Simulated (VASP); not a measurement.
# Y (P6/mmm) in VASP: a series of runs, part 2 of 2

VASP 6.6.1.

## (3) Relaxation of cell and atoms, PBE

This run uses another cell than the first one, of 32.94 Å³/atom.

The input, INCAR:

```
SYSTEM = Y
  PREC = Accurate
  ENCUT = 600
  EDIFF = 1E-7
  ISMEAR = -1
  SIGMA = 0.08
  LREAL = .False.
  LASPH = .True.
  NELM = 100
  ALGO = Normal
  ISIF = 3
  LWAVE = .False.
  LCHARG = .False.
  GGA = PE
  IBRION = 2
  NSW = 60
  EDIFFG = -0.005
```

The input, KPOINTS:

```
Automatic mesh
0
Gamma
  6 6 9
  0 0 0
```

The input, POSCAR:

```
Y
1.0
    5.6881910690      0.0000000000      0.0000000000
   -2.8440955345      4.9261179673      0.0000000000
    0.0000000000      0.0000000000      3.5266784628
Y
3
Direct
    0.0000000000      0.0000000000      0.0000000000
    0.3333333333      0.6666666667      0.5000000000
    0.6666666667      0.3333333333      0.5000000000
```

Potentials or basis: VASP PAW PBE potentials, release 64 (Y_sv).

Run with:

```console
> cat potpaw_PBE.64/Y_sv/POTCAR > POTCAR
> mpirun -np 1 vasp_std > vasp.out
```

OUTCAR:

```text
SYSTEM = Y
   PREC = Accurate
   ENCUT = 600
   EDIFF = 1E-7
   ISMEAR = -1
   LREAL = .False.
   LASPH = .True.
   NELM = 100
   ISIF = 3
   GGA = PE
   IBRION = 2
   NSW = 60
   EDIFFG = -0.005

 ion  position               nearest neighbor table
   1  0.000  0.000  0.000-   2 3.73   3 3.73   2 3.73   3 3.73   2 3.73   2 3.73   3 3.73   3 3.73
                             3 3.73   3 3.73   2 3.73   2 3.73
   2  0.333  0.667  0.500-   3 3.28   3 3.28   3 3.28   1 3.73   1 3.73   1 3.73   1 3.73   1 3.73
                             1 3.73
   3  0.667  0.333  0.500-   2 3.28   2 3.28   2 3.28   1 3.73   1 3.73   1 3.73   1 3.73   1 3.73
                             1 3.73

  LATTYP: Found a hexagonal cell.
 ALAT       =     5.6881910690
 C/A-ratio  =     0.6200000000

  Lattice vectors:

 A1 = (   5.6881910690,   0.0000000000,   0.0000000000)
 A2 = (  -2.8440955345,   4.9261179673,   0.0000000000)
 A3 = (   0.0000000000,   0.0000000000,   3.5266784628)

Analysis of symmetry for initial positions (statically):
=====================================================================
 Subroutine PRICEL returns:
 Original cell was already a primitive cell.

 Routine SETGRP: Setting up the symmetry group for a
 hexagonal supercell.

 Subroutine GETGRP returns: Found 24 space group operations
 (whereof 24 operations were pure point group operations)
 out of a pool of 24 trial point group operations.

The static configuration has the point symmetry D_6h.

Analysis of symmetry for dynamics (positions and initial velocities):
=====================================================================
 Subroutine PRICEL returns:
 Original cell was already a primitive cell.

 Routine SETGRP: Setting up the symmetry group for a
 hexagonal supercell.

 Subroutine GETGRP returns: Found 24 space group operations
 (whereof 24 operations were pure point group operations)
 out of a pool of 24 trial point group operations.

The dynamic configuration has the point symmetry D_6h.

 Subroutine INISYM returns: Found 24 space group operations
 (whereof 24 operations are pure point group operations),
 and found     1 'primitive' translations

----------------------------------------------------------------------------------------

                                     Primitive cell

  volume of cell :      98.8200

  direct lattice vectors                    reciprocal lattice vectors
     5.688191069  0.000000000  0.000000000     0.175802815  0.101499802  0.000000000
    -2.844095535  4.926117967  0.000000000     0.000000000  0.202999605  0.000000000
     0.000000000  0.000000000  3.526678463     0.000000000  0.000000000  0.283552927

  length of vectors
     5.688191069  5.688191069  3.526678463     0.202999605  0.202999605  0.283552927

  position of ions in fractional coordinates (direct lattice)
     0.000000000  0.000000000  0.000000000
     0.333333333  0.666666667  0.500000000
     0.666666667  0.333333333  0.500000000

  ion indices of the primitive-cell ions
   primitive index   ion index
                 1           1
                 2           2
                 3           3

----------------------------------------------------------------------------------------
[... 51 lines left out ...]
 [... further k-points ...]
   k-points           NKPTS =     35   k-points in BZ     NKDIM =     35   number of bands    NBANDS=     20
   number of dos      NEDOS =    301   number of ions     NIONS =      3
   total plane-waves  NPLWV =  64512
   dimension x,y,z NGX =    48 NGY =   48 NGZ =   28
   dimension x,y,z NGXF=    96 NGYF=   96 NGZF=   56
   ions per type =               3
   NGX,Y,Z   is equivalent  to a cutoff of  14.03, 14.03, 13.20 a.u.
   NGXF,Y,Z  is equivalent  to a cutoff of  28.06, 28.06, 26.40 a.u.
 SYSTEM =  Y
   PREC   = accura    normal or accurate (medium, high low for compatibility)
   ISTART =      0    job   : 0-new  1-cont  2-samecut
   ICHARG =      2    charge: 1-file 2-atom 10-const
   ISPIN  =      1    spin polarized calculation?
   LNONCOLLINEAR =      F non collinear calculations
   LSORBIT =      F    spin-orbit coupling
   LASPH  =      T    aspherical Exc in radial PAW
   ENCUT  =  600.0 eV  44.10 Ry    6.64 a.u.  11.36 11.36  7.04*2*pi/ulx,y,z
   NELM   =    100;   NELMIN=  2; NELMDL= -5     # of ELM steps
   EDIFF  = 0.1E-06   stopping-criterion for ELM
   LREAL  =      F    real-space projection
   EDIFFG = -.5E-02   stopping-criterion for IOM
   NSW    =     60    number of steps for IOM
   IBRION =      2    ionic relax: 0-MD 1-quasi-New 2-CG
   NFREE  =      1    steps in history (QN), initial steepest desc. (CG)
   ISIF   =      3    stress and relaxation
   ISYM   =      2    0-nonsym 1-usesym 2-fastsym
   POTIM  = 0.5000    time-step for ionic-motion
   TEBEG  =    0.0;   TEEND  =   0.0 temperature during run
   PSTRESS=    0.0 pullay stress
   NELECT =      33.0000    total number of electrons
   NUPDOWN=      -1.0000    fix difference up-down
   EMIN   =  10.00;   EMAX   =-10.00  energy-range for DOS
   EFERMI =   0.00;   METHOD = LEGACY
   ISMEAR =    -1;   SIGMA  =   0.08  broadening in eV -4-tet -1-fermi 0-gaus
   EFERMI_NEDOS =   21; number of points for ismear=-14 and -15
   IALGO  =     38    algorithm
   IMIX   =      4    mixing-type and parameters
     AMIX     =   0.40;   BMIX     =  1.00
     AMIX_MAG =   1.60;   BMIX_MAG =  1.00
  volume/ion in A,a.u.               =      32.94       222.29
  Fermi-wavevector in a.u.,A,eV,Ry     =   1.135790  2.146331 17.551759  1.290018
  Thomas-Fermi vector in A             =   2.272494
   LORBIT       =      0    0 simple, 1 ext, 2 COOP (PROOUT), +10 PAW based schemes
   GGA     = PE    functional components
   LHFCALC =     F    Hartree Fock is set to
   AEXX    =    0.0000 exact exchange contribution
   IVDW    =     0    specifies the selected vdW correction
   LEPSILON=     F    determine dielectric tensor
   LRPA    =     F    only Hartree local field effects (RPA)
 conjugate gradient relaxation of ions
 non-spin polarized calculation
  energy-cutoff  :      600.00
  volume of cell :       98.82
 maximum number of plane-waves:      3332
 NGX is ok and might be reduce to    48
   NGX = 23   NGY = 23   NGZ = 15

--------------------------------------- Ionic step        1  -------------------------------------------

 number of electron      33.0000001 magnetization

 Free energy of the ion-electron system (eV)
  ---------------------------------------------------
  ext. energy  EPLUGINS =         0.00000000
  ---------------------------------------------------
  free energy    TOTEN  =       -19.16736366 eV

  energy without entropy =      -19.03919457  energy(sigma->0) =      -19.10327912

------------------------ aborting loop because EDIFF is reached ----------------------------------------

  FORCE on cell =-STRESS in cart. coord.  units (eV):
  Direction    XX          YY          ZZ          XY          YZ          ZX
  --------------------------------------------------------------------------------------
  -------------------------------------------------------------------------------------
  Total       -0.4889154     -0.4889154     -0.1793257      0.0000000      0.0000000      0.0000000
  in kB       -7.9268279     -7.9268279     -2.9074240      0.0000000      0.0000000      0.0000000
  external PRESSURE =      -6.2536933 kB  Pullay stress =       0.0000000 kB
[... 135 lines left out ...]
--------------------------------------- Ionic step        5  -------------------------------------------

 number of electron      33.0000003 magnetization

 Free energy of the ion-electron system (eV)
  ---------------------------------------------------
  ext. energy  EPLUGINS =         0.00000000
  ---------------------------------------------------
  free energy    TOTEN  =       -19.17133226 eV

  energy without entropy =      -19.04597731  energy(sigma->0) =      -19.10865478

 E-fermi :   3.0145     XC(G=0):  -9.4740

 val. band max:        3.0116610728   @ k =   0.3333   0.1667   0.4444
 cond. band min:       3.0342219113   @ k =   0.3333   0.0000   0.0000
 fundamental gap:      0.0225608385
 Fermi energy:         3.0145021801

 k-point     1 :       0.0000    0.0000    0.0000
  band No.  band energies     occupation
      1     -39.6506      2.00000
      2     -39.5406      2.00000
      3     -39.5404      2.00000
      4     -19.8441      2.00000
      5     -19.8441      2.00000
      6     -19.6352      2.00000
[... 541 lines left out ...]
     19       4.0886      0.00000
     20       4.5227      0.00000

 [... further k-points ...]

------------------------ aborting loop because EDIFF is reached ----------------------------------------

  FORCE on cell =-STRESS in cart. coord.  units (eV):
  Direction    XX          YY          ZZ          XY          YZ          ZX
  --------------------------------------------------------------------------------------
  -------------------------------------------------------------------------------------
  Total        0.0007299      0.0007299     -0.0029304      0.0000000     -0.0000000      0.0000000
  in kB        0.0120257      0.0120257     -0.0482813      0.0000000     -0.0000000      0.0000000
  external PRESSURE =      -0.0080766 kB  Pullay stress =       0.0000000 kB
[... 18 lines left out ...]
  FREE ENERGIE OF THE ION-ELECTRON SYSTEM (eV)
  ---------------------------------------------------
  free  energy   TOTEN  =       -19.1713322581 eV

  energy  without entropy=      -19.0459773059  energy(sigma->0) =      -19.10865478

 reached required accuracy - stopping structural energy minimisation
```

CONTCAR:

```text
Y
   1.00000000000000
     5.6427934275021707    0.0000000000000000    0.0000000000000000
    -2.8213967137510854    4.8868024564917887   -0.0000000000000000
     0.0000000000000000    0.0000000000000000    3.5264922804169232
  Y
     3
Direct
     0.0000000000000000    0.0000000000000000    0.0000000000000000
     0.3333333332999970    0.6666666667000030    0.5000000000000000
     0.6666666667000030    0.3333333332999970    0.5000000000000000

  0.00000000E+00  0.00000000E+00  0.00000000E+00
  0.00000000E+00  0.00000000E+00  0.00000000E+00
  0.00000000E+00  0.00000000E+00  0.00000000E+00
```

Run time: 3.6 min. Hardware: 1 thread of AMD EPYC 9R45 (Zen 5), shared host; peak memory 0.26 GiB.

Results:

- Free energy: -19.1713 eV
- Relaxed volume: 32.41 Å³/atom
- Relaxed cell: a = 5.643 Å, b = 5.643 Å, c = 3.526 Å, α = 90.00°, β = 90.00°, γ = 120.00°
- Space group after relaxing (to 0.1 Å): P6/mmm (No. 191)
- Energy gained by relaxing: 1.3 meV/atom
- Ionic steps: 5
- Pressure after relaxing: 0.0 GPa
- Band gap on the k mesh: zero (an odd number of electrons rules out a gap without spin polarisation)

The path:
```tsv
step	energy change (eV)	largest force (eV/Å)	pressure (GPa)	volume (Å³)
1	0.0000	0.0000	-0.63	98.82
2	-0.0038	0.0000	0.09	96.99
3	-0.0038	0.0000	0.03	97.14
4	-0.0039	0.0000	0.01	97.20
5	-0.0040	0.0000	0.00	97.24
```

Final structure:
```xyz
3
Lattice="5.6428 0.0000 0.0000 -2.8214 4.8868 0.0000 0.0000 0.0000 3.5265" Properties=species:S:1:pos:R:3 pbc="T T T"
Y     0.0000    0.0000    0.0000
Y     0.0000    3.2579    1.7632
Y     2.8214    1.6289    1.7632
```

## (4) Single point, PBE

This run uses another cell than the first one, of 13.00 Å³/atom.

The input, INCAR:

```
PREC     = Accurate       # precision mode
ENCUT    = 520            # plane-wave cutoff, eV
EDIFF    = 1E-7           # SCF threshold, eV
ISMEAR   = -1             # smearing method
SIGMA    = 0.08           # smearing width, eV
LREAL    = F              # projectors in reciprocal space
LASPH    = T              # aspherical terms in the spheres
NELM     = 60             # most SCF steps
ALGO     = Normal         # electronic algorithm
ISIF     = 2              # what is computed and relaxed
LWAVE    = F              # write WAVECAR
LCHARG   = F              # write CHGCAR
GGA      = PE             # functional
NBANDS   = 24             # bands
```

The input, KPOINTS:

```
Automatic mesh
0
Gamma
  6 6 9
```

The input, POSCAR:

```
Y
1.0
    4.2623737373      0.0000000000      0.0000000000
   -2.1311868687      3.6913239369      0.0000000000
    0.0000000000      0.0000000000      2.4780961168
Y
3
Direct
    0.0000000000      0.0000000000      0.0000000000
    0.3333333333      0.6666666667      0.5000000000
    0.6666666667      0.3333333333      0.5000000000
```

Run with:

```console
> cat potpaw_PBE.64/Y_sv/POTCAR > POTCAR
> mpirun -np 1 vasp_std > vasp.out
```

It took 23 s on 1 thread of Intel Xeon Platinum 8488C (Sapphire Rapids), shared host; peak memory 0.17 GiB.

Results (log left out):

| Item | Value |
| --- | --- |
| Free energy | -5.3897 eV |
| Pressure | 149.1 GPa |
| Band gap on the k mesh | zero (an odd number of electrons rules out a gap without spin polarisation) |

Stress tensor (GPa, compression positive):
```
149.35   0.00   0.00
  0.00 149.35   0.00
  0.00   0.00 148.68
```

Levels at points of the mesh, in eV from the Fermi level:
| k point | band 15 | band 16 | band 17 | band 18 | band 19 | band 20 |
| --- | --- | --- | --- | --- | --- | --- |
| (0.00, 0.00, 0.00) | 0.88 | 1.34 | 1.79 | 1.79 | 2.39 | 2.39 |
| (0.50, 0.00, 0.00) | -1.50 | -0.81 | -0.68 | 0.15 | 1.67 | 2.39 |

Caveat: the cell stands under pressure.

## (5) Single point, PBE

This run uses another cell than the first one, of 16.25 Å³/atom.

The input, INCAR:

```
SYSTEM = Y
PREC = Accurate
ENCUT = 520
EDIFF = 1E-6
ISMEAR = -1
SIGMA = 0.08
LREAL = .FALSE.
LASPH = .TRUE.
NELM = 100
ALGO = Normal
ISIF = 2
LWAVE = .FALSE.
LCHARG = .TRUE.
GGA = PE
LELF = .TRUE.
LVHAR = .TRUE.
NBANDS = 24
```

The input, KPOINTS:

```
regular mesh
0
G
  6 6 9
  0 0 0
```

The input, POSCAR:

```
Y
1.0
    4.6025633153      0.0000000000      0.0000000000
   -2.3012816576      3.9859367536      0.0000000000
    0.0000000000      0.0000000000      2.6566336632
Y
3
Direct
    0.0000000000      0.0000000000      0.0000000000
    0.3333333333      0.6666666667      0.5000000000
    0.6666666667      0.3333333333      0.5000000000
```

Run with:

```console
> cat potpaw_PBE.64/Y_sv/POTCAR > POTCAR
> mpirun -np 1 vasp_std > vasp.out
```

Run time: 36 s. Hardware: 1 thread of Intel Xeon Platinum 8488C (Sapphire Rapids), shared host; peak memory 0.19 GiB.

It converged, with:

```yaml
Free_energy: -11.9782 eV
Pressure: 77.2 GPa
Band_gap_on_the_k_mesh: zero (an odd number of electrons rules out a gap without spin polarisation)
```

Stress tensor (GPa, compression positive):
```
76.86  0.00  0.00
 0.00 76.86  0.00
 0.00  0.00 77.79
```

Levels at points of the mesh, in eV from the Fermi level:
| k point | band 14 | band 15 | band 16 | band 17 | band 18 | band 19 |
| --- | --- | --- | --- | --- | --- | --- |
| (0.00, 0.00, 0.00) | -2.72 | 0.65 | 1.14 | 1.14 | 1.33 | 1.33 |
| (0.50, 0.00, 0.00) | -1.55 | -1.52 | -0.60 | -0.33 | 0.36 | 0.40 |

Caveat: the cell stands under pressure.

## (6) Single point, PBE (16.25 Å³/atom)

This run uses another cell than the first one, of 16.25 Å³/atom.

The input, INCAR:

```
PREC     = Accurate       # precision mode
ENCUT    = 520            # plane-wave cutoff, eV
EDIFF    = 1E-6           # SCF threshold, eV
ISMEAR   = -1             # smearing method
SIGMA    = 0.08           # smearing width, eV
LREAL    = F              # projectors in reciprocal space
LASPH    = T              # aspherical terms in the spheres
NELM     = 60             # most SCF steps
ALGO     = Normal         # electronic algorithm
ISIF     = 2              # what is computed and relaxed
LWAVE    = F              # write WAVECAR
LCHARG   = T              # write CHGCAR
GGA      = PE             # functional
LELF     = T              # ELF
LVHAR    = T            
NBANDS   = 24             # bands
```

The input, KPOINTS:

```
regular mesh
0
Gamma
  6 6 9
```

POSCAR is that of step 5.

Potentials or basis: VASP PAW PBE potentials, release 64 (Y_sv).

Run with:

```console
> cat potpaw_PBE.64/Y_sv/POTCAR > POTCAR
> mpirun -np 1 vasp_std > vasp.out
```

OUTCAR:

```text
PREC = Accurate
   ENCUT = 520
   EDIFF = 1E-6
   ISMEAR = -1
   LREAL = F
   LASPH = T
   NELM = 60
   ISIF = 2
   GGA = PE

 ion  position               nearest neighbor table
   1  0.000  0.000  0.000-   2 2.97   3 2.97   2 2.97   3 2.97   2 2.97   2 2.97   3 2.97   3 2.97
                             3 2.97   3 2.97   2 2.97   2 2.97
   2  0.333  0.667  0.500-   3 2.66   3 2.66   3 2.66   1 2.97   1 2.97   1 2.97   1 2.97   1 2.97
                             1 2.97   3 3.76   3 3.76   3 3.76   3 3.76   3 3.76   3 3.76
   3  0.667  0.333  0.500-   2 2.66   2 2.66   2 2.66   1 2.97   1 2.97   1 2.97   1 2.97   1 2.97
[... 850 lines left out ...]
  -------------------------------------------------------------------------------------
  Total       23.3817747     23.3817747     23.6625488      0.0000000      0.0000000      0.0000000
  in kB      768.6457100    768.6457100    777.8757977      0.0000000      0.0000000      0.0000000
  external PRESSURE =     771.7224059 kB  Pullay stress =       0.0000000 kB

 VOLUME and BASIS-vectors are now :
 -----------------------------------------------------------------------------
  energy-cutoff  :      520.00
  volume of cell :       48.74
      direct lattice vectors                 reciprocal lattice vectors
     4.602563315  0.000000000  0.000000000     0.217270232  0.125441027  0.000000000
    -2.301281658  3.985936754  0.000000000     0.000000000  0.250882054  0.000000000
     0.000000000  0.000000000  2.656633663     0.000000000  0.000000000  0.376416219

 POSITION                                       TOTAL-FORCE (eV/Angst)
 -----------------------------------------------------------------------------------
      0.00000      0.00000      0.00000         0.000000      0.000000      0.000000
     -0.00000      2.65729      1.32832         0.000000      0.000000      0.000000
      2.30128      1.32865      1.32832        -0.000000      0.000000      0.000000
 -----------------------------------------------------------------------------------
    total drift:                                0.000000      0.000000     -0.000000

  FREE ENERGIE OF THE ION-ELECTRON SYSTEM (eV)
  ---------------------------------------------------
  free  energy   TOTEN  =       -11.9782228835 eV

  energy  without entropy=      -11.9484171520  energy(sigma->0) =      -11.96332002
```

stdout:

```text
POSCAR found type information on POSCAR Y
 POSCAR found :  1 types and       3 ions
 scaLAPACK will be used
 LDA part: xc-table for (Slater+PW92), standard interpolation
 POSCAR, INCAR and KPOINTS ok, starting setup
 FFT: planning ... GRIDC
 FFT: planning ... GRID_SOFT
 FFT: planning ... GRID
 WAVECAR not read
 entering main loop
```

Run time: 34 s. Hardware: 1 thread of Intel Xeon Platinum 8488C (Sapphire Rapids), shared host; peak memory 0.19 GiB.

What came out:

```
Free energy            : -11.9782 eV
Pressure               : 77.2 GPa
Band gap on the k mesh : zero (an odd number of electrons rules out a gap without spin polarisation)
```

Stress tensor (GPa, compression positive):
```
76.86  0.00  0.00
 0.00 76.86  0.00
 0.00  0.00 77.79
```

Caveat: the cell stands under pressure.

## (7) Summary

| task | cell | cutoff (eV) | gap on the mesh (eV) | pressure (GPa) |
| --- | --- | --- | --- | --- |
| relaxation of shape and atoms at fixed volume | relaxed from a = 5.243, b = 5.243, c = 3.276 Å, angles 90.0, 90.0, 120.0°, 3 atoms | 600 | none | 12.0 |
| relaxation of cell and atoms | relaxed from a = 5.688, b = 5.688, c = 3.527 Å, angles 90.0, 90.0, 120.0°, 3 atoms | 600 | none | 0.0 |
| single point | a = 4.262, b = 4.262, c = 2.478 Å, angles 90.0, 90.0, 120.0°, 3 atoms | 520 | none | 149.1 |
| single point | a = 4.603, b = 4.603, c = 2.657 Å, angles 90.0, 90.0, 120.0°, 3 atoms | 520 | none | 77.2 |

Alike in all rows: level PBE; potentials or basis VASP PAW PBE potentials, release 64 (Y_sv); no spin polarisation; k mesh 6 × 6 × 9; smearing fermi-dirac 0.08 eV.

Caveats: the cell stands under pressure (at least some runs).

Total energies depend on the potentials used, so only differences within one code and one set of settings carry meaning.

The gap in the log of VASP goes by the Fermi energy; the results here count the filled bands.